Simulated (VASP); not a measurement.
# Ir (Pm-3m) in VASP: notebook

Runs on Ir. Level: PBEsol. Tasks: single point.

Everything below comes from runs of VASP 6.6.1. Logs are shortened: lines on timing, memory, paths and dates and some standing lists are left out, and cuts for length are marked.

**1. The cell of the first run**

Symmetry: Pm-3m, No. 221, cubic system. Conventional cell: a = 2.473 Å, b = 2.473 Å, c = 2.473 Å, α = 90.00°, β = 90.00°, γ = 90.00°. Within 3.3 Å of Ir (site symmetry m-3m) lie 6 Ir at 2.47 Å.

**2. Single point, PBEsol (volume scaled by 0.92)**

Contents of INCAR:

```
PREC = Accurate
ENCUT = 520
EDIFF = 1E-6
ISMEAR = -1
SIGMA = 0.1
LREAL = False
LASPH = True
NELM = 100
ALGO = Normal
ISIF = 2
LWAVE = False
LCHARG = True
GGA = PS
LELF = True
LVHAR = True
NBANDS = 10
```

Contents of KPOINTS:

```
regular mesh
0
Gamma
  14 14 14
```

Contents of POSCAR:

```
Ir
1.0
    2.4728922114      0.0000000000      0.0000000000
    0.0000000000      2.4728922114      0.0000000000
    0.0000000000      0.0000000000      2.4728922114
Ir
1
Direct
    0.0000000000      0.0000000000      0.0000000000
```

Potentials or basis: VASP PAW PBE potentials, release 64 (Ir).

The run is started by

```sh
$ cat potpaw_PBE.64/Ir/POTCAR > POTCAR
$ mpirun -np 1 vasp_std > vasp.out
```

OUTCAR:

```text
PREC = Accurate
   ENCUT = 520
   EDIFF = 1E-6
   ISMEAR = -1
   LREAL = False
   LASPH = True
   NELM = 100
   ISIF = 2
   GGA = PS

 ion  position               nearest neighbor table
   1  0.000  0.000  0.000-

  LATTYP: Found a simple cubic cell.
 ALAT       =     2.4728922114

  Lattice vectors:

 A1 = (   2.4728922114,   0.0000000000,   0.0000000000)
 A2 = (   0.0000000000,   2.4728922114,   0.0000000000)
 A3 = (   0.0000000000,   0.0000000000,   2.4728922114)

Analysis of symmetry for initial positions (statically):
=====================================================================
 Subroutine PRICEL returns:
 Original cell was already a primitive cell.

 Routine SETGRP: Setting up the symmetry group for a
 simple cubic supercell.

 Subroutine GETGRP returns: Found 48 space group operations
 (whereof 48 operations were pure point group operations)
 out of a pool of 48 trial point group operations.

The static configuration has the point symmetry O_h .

Analysis of symmetry for dynamics (positions and initial velocities):
=====================================================================
 Subroutine PRICEL returns:
 Original cell was already a primitive cell.

 Routine SETGRP: Setting up the symmetry group for a
 simple cubic supercell.

 Subroutine GETGRP returns: Found 48 space group operations
 (whereof 48 operations were pure point group operations)
 out of a pool of 48 trial point group operations.

The dynamic configuration has the point symmetry O_h .

 Subroutine INISYM returns: Found 48 space group operations
 (whereof 48 operations are pure point group operations),
 and found     1 'primitive' translations

----------------------------------------------------------------------------------------

                                     Primitive cell

  volume of cell :      15.1222

  direct lattice vectors                    reciprocal lattice vectors
     2.472892211  0.000000000  0.000000000     0.404384791  0.000000000  0.000000000
     0.000000000  2.472892211  0.000000000     0.000000000  0.404384791  0.000000000
     0.000000000  0.000000000  2.472892211     0.000000000  0.000000000  0.404384791

  length of vectors
     2.472892211  2.472892211  2.472892211     0.404384791  0.404384791  0.404384791

  position of ions in fractional coordinates (direct lattice)
     0.000000000  0.000000000  0.000000000

  ion indices of the primitive-cell ions
   primitive index   ion index
                 1           1

----------------------------------------------------------------------------------------

 KPOINTS: regular mesh

Automatic generation of k-mesh.
 Grid dimensions read from file:
 generate k-points for:   14   14   14

 Generating k-lattice:

  Cartesian coordinates                     Fractional coordinates (reciprocal lattice)
     0.028884628  0.000000000  0.000000000     0.071428571  0.000000000  0.000000000
     0.000000000  0.028884628  0.000000000     0.000000000  0.071428571  0.000000000
     0.000000000  0.000000000  0.028884628     0.000000000  0.000000000  0.071428571

  Length of vectors
     0.028884628  0.028884628  0.028884628

  Shift w.r.t. Gamma in fractional coordinates (k-lattice)
     0.000000000  0.000000000  0.000000000

 Subroutine IBZKPT returns following result:
 ===========================================

 Found    120 irreducible k-points:

 Following reciprocal coordinates:
            Coordinates               Weight
  0.000000  0.000000  0.000000      1.000000
  0.071429  0.000000  0.000000      6.000000
  0.142857  0.000000  0.000000      6.000000
  0.214286  0.000000  0.000000      6.000000
  0.285714  0.000000  0.000000      6.000000
  0.357143  0.000000  0.000000      6.000000
[... 16 lines left out ...]
  0.285714  0.214286  0.000000     24.000000
  0.357143  0.214286  0.000000     24.000000
 [... further k-points ...]
   k-points           NKPTS =    120   k-points in BZ     NKDIM =    120   number of bands    NBANDS=     10
   number of dos      NEDOS =    301   number of ions     NIONS =      1
   total plane-waves  NPLWV =   5832
   dimension x,y,z NGX =    18 NGY =   18 NGZ =   18
   dimension x,y,z NGXF=    36 NGYF=   36 NGZF=   36
   ions per type =               1
   NGX,Y,Z   is equivalent  to a cutoff of  12.10, 12.10, 12.10 a.u.
   NGXF,Y,Z  is equivalent  to a cutoff of  24.20, 24.20, 24.20 a.u.
 SYSTEM =  unknown system
   PREC   = accura    normal or accurate (medium, high low for compatibility)
   ISTART =      0    job   : 0-new  1-cont  2-samecut
   ICHARG =      2    charge: 1-file 2-atom 10-const
   ISPIN  =      1    spin polarized calculation?
   LNONCOLLINEAR =      F non collinear calculations
   LSORBIT =      F    spin-orbit coupling
   LASPH  =      T    aspherical Exc in radial PAW
   ENCUT  =  520.0 eV  38.22 Ry    6.18 a.u.   4.60  4.60  4.60*2*pi/ulx,y,z
   NELM   =    100;   NELMIN=  2; NELMDL= -5     # of ELM steps
   EDIFF  = 0.1E-05   stopping-criterion for ELM
   LREAL  =      F    real-space projection
   EDIFFG = 0.1E-04   stopping-criterion for IOM
   NSW    =      0    number of steps for IOM
   IBRION =     -1    ionic relax: 0-MD 1-quasi-New 2-CG
   NFREE  =      0    steps in history (QN), initial steepest desc. (CG)
   ISIF   =      2    stress and relaxation
   ISYM   =      2    0-nonsym 1-usesym 2-fastsym
   POTIM  = 0.5000    time-step for ionic-motion
   TEBEG  =    0.0;   TEEND  =   0.0 temperature during run
   PSTRESS=    0.0 pullay stress
   NELECT =       9.0000    total number of electrons
   NUPDOWN=      -1.0000    fix difference up-down
   EMIN   =  10.00;   EMAX   =-10.00  energy-range for DOS
   EFERMI =   0.00;   METHOD = LEGACY
   ISMEAR =    -1;   SIGMA  =   0.10  broadening in eV -4-tet -1-fermi 0-gaus
   EFERMI_NEDOS =   21; number of points for ismear=-14 and -15
   IALGO  =     38    algorithm
   IMIX   =      4    mixing-type and parameters
     AMIX     =   0.40;   BMIX     =  1.00
     AMIX_MAG =   1.60;   BMIX_MAG =  1.00
  volume/ion in A,a.u.               =      15.12       102.05
  Fermi-wavevector in a.u.,A,eV,Ry     =   1.377052  2.602252 25.800366  1.896273
  Thomas-Fermi vector in A             =   2.502241
   LORBIT       =      0    0 simple, 1 ext, 2 COOP (PROOUT), +10 PAW based schemes
   GGA     = PS    functional components
   LHFCALC =     F    Hartree Fock is set to
   AEXX    =    0.0000 exact exchange contribution
   IVDW    =     0    specifies the selected vdW correction
   LEPSILON=     F    determine dielectric tensor
   LRPA    =     F    only Hartree local field effects (RPA)
 non-spin polarized calculation
  energy-cutoff  :      520.00
  volume of cell :       15.12
 maximum number of plane-waves:       437
   NGX =  9   NGY =  9   NGZ =  9

 number of electron       8.9999999 magnetization

 Free energy of the ion-electron system (eV)
  ---------------------------------------------------
  ext. energy  EPLUGINS =         0.00000000
  ---------------------------------------------------
  free energy    TOTEN  =        -8.64973473 eV

  energy without entropy =       -8.60992641  energy(sigma->0) =       -8.62983057

 E-fermi :   9.0263     XC(G=0): -13.5503

 val. band max:        8.9981187967   @ k =   0.1429   0.1429   0.0714
 cond. band min:       9.0492041539   @ k =   0.3571   0.2857   0.0000
 fundamental gap:      0.0510853573
 Fermi energy:         9.0263220578

 k-point     1 :       0.0000    0.0000    0.0000
  band No.  band energies     occupation
      1      -1.2129      2.00000
      2       2.0175      2.00000
      3       2.0175      2.00000
      4      10.6188      0.00000
      5      10.6188      0.00000
      6      10.6188      0.00000
      7      25.3412      0.00000
      8      25.3412      0.00000
      9      25.3412      0.00000
     10      31.8303      0.00000

 k-point     2 :       0.0714    0.0000    0.0000
  band No.  band energies     occupation
      1      -1.0363      2.00000
      2       2.0565      2.00000
      3       2.2011      2.00000
      4      10.4007      0.00000
      5      10.4007      0.00000
      6      10.6353      0.00000
      7      24.2653      0.00000
      8      25.6847      0.00000
      9      25.6847      0.00000
     10      32.5467      0.00000

 k-point     3 :       0.1429    0.0000    0.0000
  band No.  band energies     occupation
      1      -0.5585      2.00000
      2       2.1672      2.00000
      3       2.7658      2.00000
      4       9.8321      0.00063
      5       9.8321      0.00063
      6      10.6817      0.00000
      7      22.1769      0.00000
      8      26.6156      0.00000
      9      26.6156      0.00000
     10      31.3275      0.00000

 k-point     4 :       0.2143    0.0000    0.0000
  band No.  band energies     occupation
      1       0.0918      2.00000
      2       2.3320      2.00000
      3       3.7205      2.00000
      4       9.0984      0.65451
      5       9.0984      0.65451
      6      10.7494      0.00000
      7      20.0528      0.00000
      8      27.9139      0.00000
      9      27.9139      0.00000
     10      29.3589      0.00000

 k-point     5 :       0.2857    0.0000    0.0000
  band No.  band energies     occupation
      1       0.7784      2.00000
      2       2.5219      2.00000
      3       4.9792      2.00000
      4       8.3745      1.99705
      5       8.3745      1.99705
      6      10.8254      0.00000
      7      18.2250      0.00000
      8      27.7041      0.00000
      9      29.3580      0.00000
     10      29.3580      0.00000

 k-point     6 :       0.3571    0.0000    0.0000
  band No.  band energies     occupation
      1       1.3965      2.00000
      2       2.7000      2.00000
      3       6.2897      2.00000
      4       7.7839      1.99999
      5       7.7839      1.99999
      6      10.8949      0.00000
      7      16.8797      0.00000
      8      26.4563      0.00000
      9      30.7563      0.00000
     10      30.7563      0.00000

 k-point     7 :       0.4286    0.0000    0.0000
  band No.  band energies     occupation
      1       1.8436      2.00000
      2       2.8274      2.00000
      3       7.2778      2.00000
      4       7.4027      2.00000
      5       7.4027      2.00000
      6      10.9433      0.00000
      7      16.1311      0.00000
      8      25.6793      0.00000
      9      30.5875      0.00000
     10      31.8769      0.00000

 k-point     8 :       0.5000    0.0000    0.0000
  band No.  band energies     occupation
      1       2.0102      2.00000
      2       2.8738      2.00000
      3       7.2715      2.00000
      4       7.2715      2.00000
      5       7.6379      2.00000
      6      10.9608      0.00000
      7      15.9179      0.00000
      8      25.4153      0.00000
      9      30.0030      0.00000
     10      32.3406      0.00000

 k-point     9 :       0.0714    0.0714    0.0000
  band No.  band energies     occupation
      1      -0.8580      2.00000
      2       2.1689      2.00000
      3       2.3090      2.00000
      4      10.1745      0.00002
      5      10.3766      0.00000
      6      10.4610      0.00000
      7      24.3471      0.00000
      8      24.8513      0.00000
      9      26.0297      0.00000
     10      32.8354      0.00000
[... 118 lines left out ...]
 k-point    19 :       0.3571    0.1429    0.0000
  band No.  band energies     occupation
      1       1.9713      2.00000
      2       3.3927      2.00000
      3       5.3266      2.00000
      4       7.8906      1.99998
      5       8.3194      1.99830
      6      10.1931      0.00002
      7      17.5367      0.00000
      8      26.1777      0.00000
      9      27.9089      0.00000
     10      32.2279      0.00000

 k-point    20 :       0.4286    0.1429    0.0000
  band No.  band energies     occupation
      1       2.3933      2.00000
      2       3.6308      2.00000
      3       5.0508      2.00000
      4       7.5156      2.00000
      5       9.4222      0.03745
      6      10.2519      0.00001
      7      16.3772      0.00000
      8      26.2921      0.00000
      9      28.1812      0.00000
     10      31.0696      0.00000

 k-point    21 :       0.5000    0.1429    0.0000
  band No.  band energies     occupation
      1       2.5502      2.00000
      2       3.7639      2.00000
      3       4.8555      2.00000
      4       7.3862      2.00000
      5       9.9644      0.00017
      6      10.2730      0.00001
      7      15.9202      0.00000
      8      26.1738      0.00000
      9      29.2325      0.00000
     10      29.3882      0.00000

 k-point    22 :       0.2143    0.2143    0.0000
  band No.  band energies     occupation
      1       1.3141      2.00000
      2       3.4201      2.00000
      3       4.5429      2.00000
      4       7.5988      2.00000
      5       9.1341      0.50803
      6       9.4582      0.02628
      7      21.8611      0.00000
      8      22.3216      0.00000
      9      29.6982      0.00000
     10      30.6114      0.00000

 k-point    23 :       0.2857    0.2143    0.0000
  band No.  band energies     occupation
      1       1.8595      2.00000
      2       3.6926      2.00000
      3       5.3118      2.00000
      4       7.4944      2.00000
      5       8.5654      1.98028
      6       9.4374      0.03225
      7      19.9419      0.00000
      8      23.2722      0.00000
      9      28.9631      0.00000
     10      32.1011      0.00000

 k-point    24 :       0.3571    0.2143    0.0000
  band No.  band energies     occupation
      1       2.3342      2.00000
      2       3.7854      2.00000
      3       5.3760      2.00000
      4       8.0061      1.99993
      5       8.6727      1.94343
      6       9.5230      0.01384
      7      18.1072      0.00000
      8      24.4271      0.00000
      9      28.1164      0.00000
     10      32.9056      0.00000

 [... further k-points ...]
[... 5 lines left out ...]
  --------------------------------------------------------------------------------------
  -------------------------------------------------------------------------------------
  Total        2.6660708      2.6660708      2.6660708     -0.0000000     -0.0000000      0.0000000
  in kB      282.4663375    282.4663375    282.4663375     -0.0000000     -0.0000000      0.0000000
  external PRESSURE =     282.4663375 kB  Pullay stress =       0.0000000 kB

 VOLUME and BASIS-vectors are now :
 -----------------------------------------------------------------------------
  energy-cutoff  :      520.00
  volume of cell :       15.12
      direct lattice vectors                 reciprocal lattice vectors
     2.472892211  0.000000000  0.000000000     0.404384791  0.000000000  0.000000000
     0.000000000  2.472892211  0.000000000     0.000000000  0.404384791  0.000000000
     0.000000000  0.000000000  2.472892211     0.000000000  0.000000000  0.404384791

 POSITION                                       TOTAL-FORCE (eV/Angst)
 -----------------------------------------------------------------------------------
      0.00000      0.00000      0.00000         0.000000      0.000000      0.000000
 -----------------------------------------------------------------------------------
    total drift:                                0.000000      0.000000     -0.000000

  FREE ENERGIE OF THE ION-ELECTRON SYSTEM (eV)
  ---------------------------------------------------
  free  energy   TOTEN  =        -8.6497347342 eV

  energy  without entropy=       -8.6099264111  energy(sigma->0) =       -8.62983057
```

Run time: 8.6 s. Hardware: 1 thread of AMD EPYC 7R13 (Zen 3), shared host; peak memory 0.1 GiB.

What came out:

* Free energy: -8.6497 eV
* Pressure: 28.2 GPa

Caveat: the PAW data sets were made with another functional, which shifts forces and pressure a little; spin-orbit coupling is left out, which moves the levels of the heavy elements.

**3. Single point, PBEsol (volume scaled by 0.96)**

Contents of INCAR:

```
ALGO = Normal
EDIFF = 1E-7
ENCUT = 520
GGA = PS
ISIF = 2
ISMEAR = -1
LASPH = T
LCHARG = F
LREAL = F
LWAVE = F
NBANDS = 10
NELM = 100
PREC = Accurate
SIGMA = 0.1
```

Contents of KPOINTS:

```
k-points
0
Gamma
  14 14 14
```

Contents of POSCAR:

```
Ir
1.0
    2.5082240165      0.0000000000      0.0000000000
    0.0000000000      2.5082240165      0.0000000000
    0.0000000000      0.0000000000      2.5082240165
Ir
1
Direct
    0.0000000000      0.0000000000      0.0000000000
```

Potentials or basis: VASP PAW PBE potentials, release 64 (Ir).

The run is started by

```sh
$ cat potpaw_PBE.64/Ir/POTCAR > POTCAR
$ mpirun -np 1 vasp_std > vasp.out
```

Wall time 11 s (1 thread of AMD EPYC 7R13 (Zen 3), shared host); peak memory 0.11 GiB.

It converged, with:

```yaml
Free_energy: -8.7321 eV
Pressure: 12.4 GPa
```

Levels at points of the mesh, in eV from the Fermi level:
| k point | band 1 | band 2 | band 3 | band 4 | band 5 | band 6 | band 7 | band 8 | band 9 |
| --- | --- | --- | --- | --- | --- | --- | --- | --- | --- |
| (0.00, 0.00, 0.00) | -9.83 | -6.61 | -6.61 | 1.47 | 1.47 | 1.47 | 16.03 | 16.03 | 16.03 |
| (0.50, 0.00, 0.00) | -6.71 | -5.80 | -1.64 | -1.64 | -1.23 | 1.79 | 6.48 | 16.38 | 20.64 |
| (0.50, 0.50, 0.00) | -7.15 | -5.16 | -1.04 | -1.04 | 3.75 | 4.58 | 4.58 | 12.39 | 14.65 |
| (0.50, 0.50, 0.50) | -5.76 | -5.76 | -5.76 | 3.97 | 3.97 | 8.95 | 11.37 | 11.37 | 11.37 |

Caveat: the PAW data sets were made with another functional, which shifts forces and pressure a little; spin-orbit coupling is left out, which moves the levels of the heavy elements.
